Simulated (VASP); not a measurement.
# MgO (P6_3mc) in VASP: a series of runs

The runs below take MgO through single point, with PBE, LDA.

Everything below comes from runs of VASP 6.6.1. Logs are shortened: lines on timing, memory, paths and dates and some standing lists are left out, and cuts for length are marked.

## Step 1: The cell of the first run

Symmetry: P6_3mc, No. 186, hexagonal system. Conventional cell: a = 3.288 Å, b = 3.288 Å, c = 5.034 Å, α = 90.00°, β = 90.00°, γ = 120.00°. Within 2.6 Å of Mg (site symmetry 3m) lie 4 O at 1.97 to 1.99 Å. Within 2.6 Å of O (site symmetry 3m) lie 4 Mg at 1.97 to 1.99 Å.

## Step 2: Single point, PBE

Contents of INCAR:

```
  PREC = Accurate
  ENCUT = 600
  EDIFF = 1E-6
  ISMEAR = 0
  SIGMA = 0.01
  LREAL = F
  LASPH = T
  NELM = 120
  ALGO = Normal
  ISIF = 2
  LWAVE = F
  LCHARG = F
  GGA = PE
  NBANDS = 16
  GGA_COMPAT = F
```

Contents of KPOINTS:

```
regular mesh
0
Gamma
  6 6 4
```

Contents of POSCAR:

```
MgO
1.0
    3.2882172536      0.0000000000      0.0000000000
   -1.6441086268      2.8476796748      0.0000000000
    0.0000000000      0.0000000000      5.0343661375
Mg O
2 2
Direct
    0.3333333333      0.6666666667     -0.0098385294
    0.6666666667      0.3333333333      0.4901614706
    0.3333333333      0.6666666667      0.3848385294
    0.6666666667      0.3333333333      0.8848385294
```

Potentials or basis: VASP PAW PBE potentials, release 64 (Mg, O).

On the command line:

```sh
$ cat potpaw_PBE.64/Mg/POTCAR potpaw_PBE.64/O/POTCAR > POTCAR
$ mpirun -np 1 vasp_std > vasp.out
```

OUTCAR:

```text
PREC = Accurate
   ENCUT = 600
   EDIFF = 1E-6
   ISMEAR = 0
   LREAL = F
   LASPH = T
   NELM = 120
   ISIF = 2
   GGA = PE

 ion  position               nearest neighbor table
   1  0.333  0.667  0.990-   4 1.97   4 1.97   4 1.97   3 1.99   2 3.15   2 3.15   2 3.15   2 3.15
                             2 3.15   2 3.15
   2  0.667  0.333  0.490-   3 1.97   3 1.97   3 1.97   4 1.99   1 3.15   1 3.15   1 3.15   1 3.15
                             1 3.15   1 3.15
   3  0.333  0.667  0.385-   2 1.97   2 1.97   2 1.97   1 1.99
   4  0.667  0.333  0.885-   1 1.97   1 1.97   1 1.97   2 1.99

  LATTYP: Found a hexagonal cell.
 ALAT       =     3.2882172536
 C/A-ratio  =     1.5310320910

  Lattice vectors:

 A1 = (   3.2882172536,   0.0000000000,   0.0000000000)
 A2 = (  -1.6441086268,   2.8476796748,   0.0000000000)
 A3 = (   0.0000000000,   0.0000000000,   5.0343661375)

Analysis of symmetry for initial positions (statically):
=====================================================================
 Subroutine PRICEL returns:
 Original cell was already a primitive cell.

 Routine SETGRP: Setting up the symmetry group for a
 hexagonal supercell.

 Subroutine GETGRP returns: Found 12 space group operations
 (whereof  6 operations were pure point group operations)
 out of a pool of 24 trial point group operations.

The static configuration has the point symmetry C_3v.
 The point group associated with its full space group is C_6v.

Analysis of symmetry for dynamics (positions and initial velocities):
=====================================================================
 Subroutine PRICEL returns:
 Original cell was already a primitive cell.

 Routine SETGRP: Setting up the symmetry group for a
 hexagonal supercell.

 Subroutine GETGRP returns: Found 12 space group operations
 (whereof  6 operations were pure point group operations)
 out of a pool of 24 trial point group operations.

The dynamic configuration has the point symmetry C_3v.
 The point group associated with its full space group is C_6v.

 Subroutine INISYM returns: Found 12 space group operations
 (whereof  6 operations are pure point group operations),
 and found     1 'primitive' translations

----------------------------------------------------------------------------------------

                                     Primitive cell

  volume of cell :      47.1407

  direct lattice vectors                    reciprocal lattice vectors
     3.288217254  0.000000000  0.000000000     0.304116159  0.175581546  0.000000000
    -1.644108627  2.847679675  0.000000000     0.000000000  0.351163092  0.000000000
     0.000000000  0.000000000  5.034366138     0.000000000  0.000000000  0.198634738

  length of vectors
     3.288217254  3.288217254  5.034366138     0.351163092  0.351163092  0.198634738

  position of ions in fractional coordinates (direct lattice)
     0.333333333  0.666666667  0.990161471
     0.666666667  0.333333333  0.490161471
     0.333333333  0.666666667  0.384838529
     0.666666667  0.333333333  0.884838529

  ion indices of the primitive-cell ions
   primitive index   ion index
                 1           1
                 2           2
                 3           3
                 4           4

----------------------------------------------------------------------------------------

 KPOINTS: regular mesh

Automatic generation of k-mesh.
 Grid dimensions read from file:
 generate k-points for:    6    6    4

 Generating k-lattice:

  Cartesian coordinates                     Fractional coordinates (reciprocal lattice)
     0.050686026  0.029263591  0.000000000     0.166666667 -0.000000000  0.000000000
     0.000000000  0.058527182  0.000000000     0.000000000  0.166666667  0.000000000
     0.000000000  0.000000000  0.049658685     0.000000000  0.000000000  0.250000000

  Length of vectors
     0.058527182  0.058527182  0.049658685

  Shift w.r.t. Gamma in fractional coordinates (k-lattice)
     0.000000000  0.000000000  0.000000000

 Subroutine IBZKPT returns following result:
 ===========================================

 Found     21 irreducible k-points:

 Following reciprocal coordinates:
            Coordinates               Weight
  0.000000  0.000000  0.000000      1.000000
  0.166667  0.000000  0.000000      6.000000
  0.333333  0.000000  0.000000      6.000000
  0.500000  0.000000  0.000000      3.000000
  0.166667  0.166667  0.000000      6.000000
  0.333333  0.166667  0.000000     12.000000
[... 13 lines left out ...]
  0.333333  0.166667  0.500000     12.000000
  0.333333  0.333333  0.500000      2.000000
   k-points           NKPTS =     21   k-points in BZ     NKDIM =     21   number of bands    NBANDS=     16
   number of dos      NEDOS =    301   number of ions     NIONS =      4
   total plane-waves  NPLWV =  31360
   dimension x,y,z NGX =    28 NGY =   28 NGZ =   40
   dimension x,y,z NGXF=    56 NGYF=   56 NGZF=   80
   ions per type =               2   2
   NGX,Y,Z   is equivalent  to a cutoff of  14.16, 14.16, 13.21 a.u.
   NGXF,Y,Z  is equivalent  to a cutoff of  28.31, 28.31, 26.42 a.u.
 SYSTEM =  unknown system
   PREC   = accura    normal or accurate (medium, high low for compatibility)
   ISTART =      0    job   : 0-new  1-cont  2-samecut
   ICHARG =      2    charge: 1-file 2-atom 10-const
   ISPIN  =      1    spin polarized calculation?
   LNONCOLLINEAR =      F non collinear calculations
   LSORBIT =      F    spin-orbit coupling
   LASPH  =      T    aspherical Exc in radial PAW
   ENCUT  =  600.0 eV  44.10 Ry    6.64 a.u.   6.57  6.57 10.05*2*pi/ulx,y,z
   NELM   =    120;   NELMIN=  2; NELMDL= -5     # of ELM steps
   EDIFF  = 0.1E-05   stopping-criterion for ELM
   LREAL  =      F    real-space projection
[... 7 lines left out ...]
   TEBEG  =    0.0;   TEEND  =   0.0 temperature during run
   PSTRESS=    0.0 pullay stress
   NELECT =      16.0000    total number of electrons
   NUPDOWN=      -1.0000    fix difference up-down
   EMIN   =  10.00;   EMAX   =-10.00  energy-range for DOS
   EFERMI =   0.00;   METHOD = LEGACY
   ISMEAR =     0;   SIGMA  =   0.01  broadening in eV -4-tet -1-fermi 0-gaus
   EFERMI_NEDOS =   21; number of points for ismear=-14 and -15
   IALGO  =     38    algorithm
   IMIX   =      4    mixing-type and parameters
     AMIX     =   0.40;   BMIX     =  1.00
     AMIX_MAG =   1.60;   BMIX_MAG =  1.00
  volume/ion in A,a.u.               =      11.79        79.53
  Fermi-wavevector in a.u.,A,eV,Ry     =   1.141956  2.157984 17.742859  1.304063
  Thomas-Fermi vector in A             =   2.278655
   LORBIT       =      0    0 simple, 1 ext, 2 COOP (PROOUT), +10 PAW based schemes
   GGA     = PE    functional components
   LHFCALC =     F    Hartree Fock is set to
   AEXX    =    0.0000 exact exchange contribution
   IVDW    =     0    specifies the selected vdW correction
   LEPSILON=     F    determine dielectric tensor
   LRPA    =     F    only Hartree local field effects (RPA)
 non-spin polarized calculation
 Gauss-broadening in eV      SIGMA  =   0.01
  energy-cutoff  :      600.00
  volume of cell :       47.14
 maximum number of plane-waves:      1604
 NGX is ok and might be reduce to    28
   NGX = 13   NGY = 13   NGZ = 21

 number of electron      15.9999997 magnetization

 Free energy of the ion-electron system (eV)
  ---------------------------------------------------
  ext. energy  EPLUGINS =         0.00000000
  ---------------------------------------------------
  free energy    TOTEN  =       -23.52467521 eV

  energy without entropy =      -23.52467521  energy(sigma->0) =      -23.52467521

 E-fermi :   1.1804     XC(G=0):  -9.7484

 val. band max:        1.0965188483   @ k =   0.0000   0.0000   0.0000
 cond. band min:       4.6368820053   @ k =   0.0000   0.0000   0.0000
 fundamental gap:      3.5403631570
 Fermi energy:         1.1803691679

 k-point     1 :       0.0000    0.0000    0.0000
  band No.  band energies     occupation
      1     -15.1167      2.00000
      2     -14.3304      2.00000
      3      -2.1526      2.00000
      4       0.4190      2.00000
      5       0.4190      2.00000
      6       0.7318      2.00000
[... 8 lines left out ...]
     15      17.7383      0.00000
     16      17.7383      0.00000

 k-point     2 :       0.1667    0.0000    0.0000
  band No.  band energies     occupation
      1     -14.9813      2.00000
      2     -14.2843      2.00000
      3      -1.8844      2.00000
      4      -0.2739      2.00000
      5       0.0760      2.00000
      6       0.2560      2.00000
[... 8 lines left out ...]
     15      16.7929      0.00000
     16      17.1144      0.00000

 k-point     3 :       0.3333    0.0000    0.0000
  band No.  band energies     occupation
      1     -14.6711      2.00000
      2     -14.2176      2.00000
      3      -1.4779      2.00000
      4      -1.1855      2.00000
      5      -0.7186      2.00000
      6      -0.0010      2.00000
[... 8 lines left out ...]
     15      15.6044      0.00000
     16      16.8869      0.00000

 k-point     4 :       0.5000    0.0000    0.0000
  band No.  band energies     occupation
      1     -14.4660      2.00000
      2     -14.2266      2.00000
      3      -1.9590      2.00000
      4      -1.0778      2.00000
      5      -0.6060      2.00000
      6      -0.1130      2.00000
[... 8 lines left out ...]
     15      15.2620      0.00000
     16      17.2338      0.00000
[... 267 lines left out ...]
 k-point    19 :       0.1667    0.1667    0.5000
  band No.  band energies     occupation
      1     -14.4943      2.00000
      2     -14.4943      2.00000
      3      -1.4486      2.00000
      4      -1.4486      2.00000
      5       0.0910      2.00000
      6       0.0910      2.00000
[... 8 lines left out ...]
     15      16.3587      0.00000
     16      16.3587      0.00000

 k-point    20 :       0.3333    0.1667    0.5000
  band No.  band energies     occupation
      1     -14.3404      2.00000
      2     -14.3404      2.00000
      3      -1.7573      2.00000
      4      -1.7573      2.00000
      5      -0.3075      2.00000
      6      -0.3075      2.00000
[... 8 lines left out ...]
     15      16.6064      0.00000
     16      16.6064      0.00000

 k-point    21 :       0.3333    0.3333    0.5000
  band No.  band energies     occupation
      1     -14.2892      2.00000
      2     -14.2892      2.00000
      3      -1.4615      2.00000
      4      -1.4615      2.00000
      5      -0.9686      2.00000
      6      -0.9686      2.00000
[... 8 lines left out ...]
     15      17.0434      0.00000
     16      17.0434      0.00000

------------------------ aborting loop because EDIFF is reached ----------------------------------------

  FORCE on cell =-STRESS in cart. coord.  units (eV):
  Direction    XX          YY          ZZ          XY          YZ          ZX
  --------------------------------------------------------------------------------------
  -------------------------------------------------------------------------------------
  Total        0.9808645      0.9808645      0.9619384     -0.0000000      0.0000000      0.0000000
  in kB       33.3367417     33.3367417     32.6934990     -0.0000000      0.0000000      0.0000000
  external PRESSURE =      33.1223275 kB  Pullay stress =       0.0000000 kB

 VOLUME and BASIS-vectors are now :
 -----------------------------------------------------------------------------
  energy-cutoff  :      600.00
  volume of cell :       47.14
      direct lattice vectors                 reciprocal lattice vectors
     3.288217254  0.000000000  0.000000000     0.304116159  0.175581546  0.000000000
    -1.644108627  2.847679675  0.000000000     0.000000000  0.351163092  0.000000000
     0.000000000  0.000000000  5.034366138     0.000000000  0.000000000  0.198634738

 POSITION                                       TOTAL-FORCE (eV/Angst)
 -----------------------------------------------------------------------------------
     -0.00000      1.89845      4.98484         0.000000     -0.000000     -0.015027
      1.64411      0.94923      2.46765         0.000000      0.000000     -0.015027
     -0.00000      1.89845      1.93742         0.000000     -0.000000      0.015027
      1.64411      0.94923      4.45460        -0.000000      0.000000      0.015027
 -----------------------------------------------------------------------------------
    total drift:                               -0.000000      0.000000      0.002786

  FREE ENERGIE OF THE ION-ELECTRON SYSTEM (eV)
  ---------------------------------------------------
  free  energy   TOTEN  =       -23.5246752097 eV

  energy  without entropy=      -23.5246752097  energy(sigma->0) =      -23.52467521
```

Run time: 22 s. Hardware: 1 thread of Intel Xeon 6975P-C, shared host; peak memory 0.18 GiB.

What came out:

- Free energy: -23.5247 eV
- Pressure: 3.3 GPa
- Largest force: 0.015 eV/Å
- Band gap on the k mesh: 3.54 eV, direct

Forces on the atoms (eV/Å):
```
Mg   0.000  0.000 -0.015
Mg   0.000  0.000 -0.015
O    0.000  0.000  0.015
O    0.000  0.000  0.015
```

As with any semilocal functional, this PBE gap is likely too small.

## Step 3: Single point, LDA

Contents of INCAR:

```
PREC = Accurate
ENCUT = 600
EDIFF = 1E-6
ISMEAR = 0
SIGMA = 0.01
LREAL = F
LASPH = T
NELM = 120
ALGO = Normal
ISIF = 2
LWAVE = F
LCHARG = T
GGA = CA
LELF = T
LVHAR = T
NBANDS = 16
GGA_COMPAT = F
```

Contents of KPOINTS:

```
Automatic mesh
0
Gamma
  6 6 4
```

POSCAR is that of step 2.

Potentials or basis: VASP PAW LDA potentials, release 64 (Mg, O).

On the command line:

```sh
$ cat potpaw_LDA.64/Mg/POTCAR potpaw_LDA.64/O/POTCAR > POTCAR
$ mpirun -np 1 vasp_std > vasp.out
```

It took 18 s on 1 thread of Intel Xeon 6975P-C, shared host; peak memory 0.16 GiB.

Results (log left out):

```yaml
Free_energy: -26.2405 eV
Pressure: -5.0 GPa
Largest_force: 0.020 eV/Å
Band_gap_on_the_k_mesh: 3.44 eV, direct
```

Forces in eV/Å, atoms in the order of the input:
```
Mg   0.000  0.000  0.020
Mg   0.000  0.000  0.020
O    0.000  0.000 -0.020
O    0.000  0.000 -0.020
```

Stress tensor (GPa, compression positive):
```
-5.14  0.00  0.00
 0.00 -5.14  0.00
 0.00  0.00 -4.77
```

Levels at points of the mesh, in eV from the valence-band top:
```
           k point  band 5  band 6  band 7  band 8  band 9  band 10  band 11  band 12
(0.00, 0.00, 0.00)   -0.69   -0.37   -0.37    0.00    3.44     8.37    10.13    14.02
(0.50, 0.00, 0.00)   -1.74   -1.23   -0.81   -0.47    7.69     7.89     9.11    10.57
(0.00, 0.00, 0.50)   -0.53   -0.53   -0.53   -0.53    5.91     5.91    12.94    12.94
(0.50, 0.00, 0.50)   -0.87   -0.87   -0.71   -0.71    7.24     7.24    10.67    10.67
```

LDA gaps usually lie below the measured ones, often by a third to a half.
